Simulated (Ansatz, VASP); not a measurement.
## CdTe in VASP and in Ansatz

INCAR

```
SYSTEM = CdTe
PREC = Accurate ; ENCUT = 520
EDIFF = 1E-7 ; ISMEAR = 0
SIGMA = 0.01 ; LREAL = .FALSE.
LASPH = .TRUE. ; NELM = 100
ALGO = Normal ; ISIF = 2
LWAVE = .FALSE. ; LCHARG = .TRUE.
GGA = CA ; LELF = .TRUE.
LVHAR = .TRUE. ; NBANDS = 16
```

The input KPOINTS:

```
regular mesh
0
G
  6 6 6
  0 0 0
```

POSCAR

```
CdTe
1.0
    0.0000000000      3.2799012461      3.2799012461
    3.2799012461      0.0000000000      3.2799012461
    3.2799012461      3.2799012461      0.0000000000
Cd Te
1 1
Direct
    0.0000000000      0.0000000000      0.0000000000
    0.2500000000      0.2500000000      0.2500000000
```

Input for Ansatz:

```yaml
crystal:
  lattice:
    - [0.0, 3.2799012461, 3.2799012461]
    - [3.2799012461, 0.0, 3.2799012461]
    - [3.2799012461, 3.2799012461, 0.0]
  atoms:
    - { symbol: Cd, position: [0.0, 0.0, 0.0] }
    - { symbol: Te, position: [0.25, 0.25, 0.25] }
kpoints:
  mp_grid: { grid: [6, 6, 6] }
  band_path:
    path:
      - [0.0, 0.0, 0.0]
      - [-0.5, -0.5, 0.0]
      - [-0.375, -0.375, 0.25]
      - [-0.375, 0.0, 0.375]
      - [0.0, 0.0, 0.5]
      - [-0.5, -0.25, 0.25]
    npoints: 1
hamiltonian:
  xc: lda
scf:
  occupations: { method: fixed }
  n_extra_bands: 4
output:
  forces: true
  stress: true
  eigenvalues: true
  write_density: true
  write_potential: true
  elf: true
  volumetric_format: npy
```

Alike in both runs: task single point; functional LDA; k mesh 6 × 6 × 6; no spin polarisation.

|  | VASP | Ansatz |
| --- | --- | --- |
| version | VASP 6.6.1 | Ansatz 0.2.0 |
| potentials or method | VASP PAW LDA potentials, release 64 (Cd, Te) | plane waves, PAW |
| plane-wave cutoff (eV) | 520 | 420 |
| occupations | gaussian, width 0.01 eV | fixed |
| valence electrons in the cell | 18 | 36 |

Ansatz gave:

```
gap on the k mesh at the Fermi level (eV) : 0.40
pressure (GPa)                            : -2.7
```

Which values does VASP return?

gap on the k mesh at the Fermi level (eV): 0.44; pressure (GPa): -2.5.

LDA's correlation is that of Perdew and Zunger in VASP and of Perdew and Wang (1992) in Ansatz. VASP's potentials hold 18 valence electrons a cell and Ansatz's 36, so a difference there can come from the potentials and not from the codes.

Neither program's run includes spin-orbit coupling.
